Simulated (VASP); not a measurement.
Here is a VASP 6.6.1 calculation.

File INCAR:

```
PREC = Accurate
ENCUT = 520
EDIFF = 1E-6
ISMEAR = -1
SIGMA = 0.02
LREAL = F
LASPH = T
NELM = 100
ALGO = Normal
ISIF = 2
LWAVE = F
LCHARG = F
GGA = PE
NBANDS = 16
```

File KPOINTS:

```
regular mesh
0
Gamma
  13 13 5
```

File POSCAR:

```
BN
1.0
    2.5229525065      0.0000000000      0.0000000000
   -1.2614762532      2.1849409632      0.0000000000
    0.0000000000      0.0000000000      6.5537167865
B N
2 2
Direct
    0.3333333333      0.6666666667      0.2500000000
    0.6666666667      0.3333333333      0.7500000000
    0.3333333333      0.6666666667      0.7500000000
    0.6666666667      0.3333333333      0.2500000000
```

Potentials or basis: VASP PAW PBE potentials, release 64 (B, N).

The run is started by

```sh
$ cat potpaw_PBE.64/B/POTCAR potpaw_PBE.64/N/POTCAR > POTCAR
$ mpirun -np 1 vasp_std > vasp.out
```

(1) Predict the band gap on the k mesh.

(2) Estimate the pressure.

Results:

(1) 4.23 eV, indirect (least direct gap 4.59 eV).

(2) -1.8 GPa.

Caveat: this functional lacks dispersion, which binds the layers, so the pressure and a relaxed spacing across them are unreliable.
